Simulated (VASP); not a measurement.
# Ni: single point with PBE

Crystal: Ni.

```xyz
1
Lattice="0.0000 1.8589 1.8589 1.8589 0.0000 1.8589 1.8589 1.8589 0.0000" Properties=species:S:1:pos:R:3 pbc="T T T"
Ni    0.0000    0.0000    0.0000
```

- Program: VASP 6.6.1
- Task: single point
- Functional: PBE
- Potentials or basis: VASP PAW PBE potentials, release 64 (Ni)
- Cutoff: 520 eV
- k mesh: 24 × 24 × 24
- Occupations: gaussian, width 0.15 eV
- Spin: no spin polarisation

| Item | Value |
| --- | --- |
| Pressure | -22.6 GPa |
| Band gap on the k mesh | zero (band 5 reaches 7.14 eV, above the bottom of band 6 at 6.40 eV) |

Levels at points of the mesh, in eV from the Fermi level:
```tsv
k point	band 2	band 3	band 4	band 5	band 6	band 7	band 8	band 9
(0.00, 0.00, 0.00)	-1.45	-1.45	-1.45	-0.60	-0.60	22.40	25.10	25.10
(0.50, 0.00, 0.00)	-1.48	-1.48	-0.02	-0.02	0.17	5.00	20.98	22.15
(0.50, 0.50, 0.00)	-2.88	-0.03	0.12	0.12	2.55	8.15	13.55	13.55
```

Wall time 38 s on 1 thread of AMD EPYC 9R45 96-Core Processor (Zen 5) (shared host), peak memory 0.14 GiB.

Caveat: the run has no spin polarisation, though such a crystal can be magnetic. Spin polarisation is off, so any magnetic state and its effect on volume and gap are missing.
